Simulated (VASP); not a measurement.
Input of a VASP 6.6.1 run:

The input INCAR:

```
SYSTEM = SrO
  ALGO = Normal
  EDIFF = 1E-6
  ENCUT = 600
  GGA = PE
  GGA_COMPAT = .False.
  ISIF = 2
  ISMEAR = 0
  ISYM = 0
  LASPH = .True.
  LCHARG = .False.
  LREAL = .False.
  LWAVE = .False.
  NBANDS = 15
  NELM = 120
  PREC = Accurate
  SIGMA = 0.01
```

KPOINTS

```
Automatic mesh
0
Gamma
  6 6 6
  0.5 0.5 0.5
```

Contents of POSCAR:

```
SrO
1.0
    0.0000000000      2.5798923266      2.5798923266
    2.5798923266      0.0000000000      2.5798923266
    2.5798923266      2.5798923266      0.0000000000
Sr O
1 1
Direct
    0.0000000000      0.0000000000      0.0000000000
    0.5000000000      0.5000000000      0.5000000000
```

Potentials or basis: VASP PAW PBE potentials, release 64 (Sr_sv, O).

Command:

```sh
$ cat potpaw_PBE.64/Sr_sv/POTCAR potpaw_PBE.64/O/POTCAR > POTCAR
$ mpirun -np 1 vasp_std > vasp.out
```

(1) What does it give for the pressure?

(2) Predict the band gap on the k mesh.

## Answers

(1) 2.3 GPa.

(2) 3.59 eV (least direct gap 3.66 eV).

Caveat: a shifted mesh leaves out Γ, where band edges can lie.
